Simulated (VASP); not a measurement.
Runs of VASP 6.6.1 on Pt. The structure is that of space group Fm-3m (No. 225), or close to it. The cells are those of the table. 

```tsv
cell	gap on the mesh (eV)	pressure (GPa)
a = 2.701, b = 2.701, c = 2.630 Å, angles 60.9, 60.9, 58.3°, 1 atom	none	47.8
a = 2.804, b = 2.804, c = 2.838 Å, angles 59.6, 59.6, 60.8°, 1 atom	none	-7.0
a = 2.734, b = 2.734, c = 2.700 Å, angles 60.4, 60.4, 59.2°, 1 atom	none	(a)
a = 2.667, b = 2.667, c = 2.561 Å, angles 61.3, 61.3, 57.4°, 1 atom	none	79.2
```

Alike in all rows: task single point; level r2SCAN; potentials or basis VASP PAW PBE potentials, release 64 (Pt); no spin polarisation; k mesh 20 × 20 × 20; cutoff (eV) 520; smearing gaussian 0.15 eV.

Question: Fill in the values left out.

Answer: (a) 24.0.

Caveats: the PAW data sets were made with another functional, which shifts forces and pressure a little; spin-orbit coupling is left out, which moves the levels of the heavy elements.

A k mesh can miss the band edges, and the runs leave out spin-orbit coupling on Pt.

A gap of «none» marks levels without a gap at the run's occupations.
